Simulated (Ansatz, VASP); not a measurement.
Cd: VASP beside Ansatz

```
Cd
1.0
     2.92585    0.00000    0.00000
    -1.46293    2.53386    0.00000
     0.00000    0.00000   18.68120
Cd
2
Direct
  0.83333 0.16667 0.42887
  0.16667 0.83333 0.57113
```

Alike in both runs: functional LDA; k mesh 13 × 13 × 1; occupations fermi-dirac, width 0.08 eV; no spin polarisation.

Ansatz relaxed the structure, and its values are those at the end. VASP's run is a single point on that final structure, the one shown.

|  | VASP | Ansatz |
| --- | --- | --- |
| version | VASP 6.6.1 | Ansatz 0.2.0 |
| potentials or method | VASP PAW LDA potentials, release 64 (Cd) | PAW with Ansatz's default frozen-core files, scalar-relativistic |
| plane-wave cutoff (eV) | 520 | 420 |
| valence electrons in the cell | 24 | 40 |

Ansatz gave:

* rms of the force components (eV/Å): 0.002

Question: Which values does VASP return?

Answer: rms of the force components (eV/Å): 0.016.

LDA's correlation is that of Perdew and Zunger in VASP and of Perdew and Wang (1992) in Ansatz. VASP's potentials hold 24 valence electrons a cell and Ansatz's 40, so a difference there can come from the potentials and not from the codes. Ansatz's warnings: stress scf threshold loose.
